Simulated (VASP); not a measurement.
Write the native input for VASP 6.6.1 that does the following.

| Quantity | Value |
| --- | --- |
| Task | single point |
| Functional | PBE |
| Potentials or basis | VASP PAW PBE potentials, release 64 (Na_pv, H) |
| Cutoff | 520 eV |
| k mesh | 6 × 6 × 6 |
| Occupations | gaussian, width 0.01 eV |
| Spin | no spin polarisation |
| Dipole correction | no |
| Further INCAR settings | ALGO = Normal; EDIFF = 1e-07; NBANDS = 11 |

The structure of NaH lies in POSCAR:

```
NaH
1.0
    0.0000000000      2.5173879016      2.5173879016
    2.5173879016      0.0000000000      2.5173879016
    2.5173879016      2.5173879016      0.0000000000
Na H
1 1
Direct
    0.0000000000      0.0000000000      0.0000000000
    0.5000000000      0.5000000000      0.5000000000
```

This cell differs from its parent crystal: strain +5.0%.

These files were run (other wordings do the same):

INCAR

```
ALGO     = Normal         # electronic algorithm
EDIFF    = 1E-7           # SCF threshold, eV
ENCUT    = 520            # plane-wave cutoff, eV
GGA      = PE             # functional
ISIF     = 2              # what is computed and relaxed
ISMEAR   = 0              # smearing method
LASPH    = T              # aspherical terms in the spheres
LCHARG   = F              # write CHGCAR
LREAL    = F              # projectors in reciprocal space
LWAVE    = F              # write WAVECAR
NBANDS   = 11             # bands
NELM     = 60             # most SCF steps
PREC     = Accurate       # precision mode
SIGMA    = 0.01           # smearing width, eV
```

KPOINTS

```
k-points
0
Gamma
  6 6 6
```

Potentials or basis: VASP PAW PBE potentials, release 64 (Na_pv, H).

Launch:

```console
$ cat potpaw_PBE.64/Na_pv/POTCAR potpaw_PBE.64/H/POTCAR > POTCAR
$ mpirun -np 1 vasp_std > vasp.out
```

It gave:

```
Pressure               : -2.3 GPa
Band gap on the k mesh : 3.60 eV, indirect (least direct gap 4.35 eV)
```

Caveat: the cell differs from its parent crystal (strain +5.0%).

Wall time 7.5 s on 1 thread of Intel(R) Xeon(R) 6975P-C (Granite Rapids), with other jobs on the host, peak memory 0.14 GiB.
